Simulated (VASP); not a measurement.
Here is a VASP 6.6.1 calculation.

Contents of INCAR:

```
SYSTEM = Bi
ALGO = Normal
EDIFF = 1E-6
EDIFFG = -0.04
ENCUT = 600
GGA = PE
IBRION = 2
ISIF = 3
ISMEAR = 0
LASPH = .True.
LCHARG = .False.
LREAL = .False.
LWAVE = .False.
NELM = 60
NSW = 90
PREC = Accurate
SIGMA = 0.1
```

File KPOINTS:

```
k-points
0
Gamma
  6 6 6
  0 0 0
```

Contents of POSCAR:

```
Bi
1.0
    3.1959972414      0.0000000000      0.0000000000
    0.0000000000      3.1959972414      0.0000000000
    0.0000000000      0.0000000000      3.4804084068
Bi
1
Direct
    0.5000000000      0.5000000000      0.0000000000
```

Potentials or basis: VASP PAW PBE potentials, release 64 (Bi_d).

Run with:

```sh
$ cat potpaw_PBE.64/Bi_d/POTCAR > POTCAR
$ mpirun -np 1 vasp_std > vasp.out
```

Question: Estimate the relaxed cell.

Answer: a = 3.282 Å, b = 3.282 Å, c = 3.275 Å, α = 90.00°, β = 90.00°, γ = 90.00°.

Question: What does it give for the relaxed volume?

Answer: 35.28 Å³/atom.

Question: Estimate the space group after relaxing (to 0.05 Å).

Answer: Pm-3m (No. 221).

Final structure:
```yaml
crystal:
  lattice:
    - [3.28218, 0.00000, 0.00000]
    - [0.00000, 3.28218, 0.00000]
    - [0.00000, 0.00000, 3.27477]
  atoms:
    - { symbol: Bi, position: [0.50000, 0.50000, 0.00000] }
```
